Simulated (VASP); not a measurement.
Write the native input for VASP 6.6.1 that does the following.

| Quantity | Value |
| --- | --- |
| Task | single point |
| Functional | LDA |
| Potentials or basis | VASP PAW LDA potentials, release 64 (Ta_pv) |
| Cutoff | 500 eV |
| k mesh | 1 × 1 × 10 |
| Occupations | fermi-dirac, width 0.05 eV |
| Spin | no spin polarisation |
| Dipole correction | no |
| Further INCAR settings | ALGO = Normal; EDIFF = 1e-06; NBANDS = 30 |

The structure of Ta lies in POSCAR:

```
Ta
1.0
   22.7091100000      0.0000000000      0.0000000000
    0.0000000000     22.7091100000      0.0000000000
    0.0000000000      0.0000000000      2.3772800000
Ta
4
Direct
    0.3186300000      0.8186300000      0.0000000000
    0.1813700000      0.3186300000      0.0000000000
    0.6813700000      0.1813700000      0.0000000000
    0.8186300000      0.6813700000      0.0000000000
```

The input as run:

INCAR

```
SYSTEM = Ta
ALGO = Normal
EDIFF = 1E-6
ENCUT = 500
GGA = CA
GGA_COMPAT = .FALSE.
ISIF = 2
ISMEAR = -1
LASPH = .TRUE.
LCHARG = .FALSE.
LREAL = .FALSE.
LWAVE = .FALSE.
NBANDS = 30
NELM = 120
PREC = Accurate
SIGMA = 0.05
```

KPOINTS

```
k-points
0
G
  1 1 10
  0 0 0
```

Potentials or basis: VASP PAW LDA potentials, release 64 (Ta_pv).

Launch:

```bash
$ cat potpaw_LDA.64/Ta_pv/POTCAR > POTCAR
$ mpirun -np 1 vasp_std > vasp.out
```

Results of the run:

```
Band gap on the k mesh : zero (bands 22 and 23 overlap by 2.46 eV)
```

Caveat: spin-orbit coupling is left out, which moves the levels of the heavy elements.

It took 5.4 min on 1 thread of Intel(R) Xeon(R) Platinum 8259CL CPU @ 2.50GHz (Skylake/Cascade Lake) (shared host), peak memory 0.7 GiB.
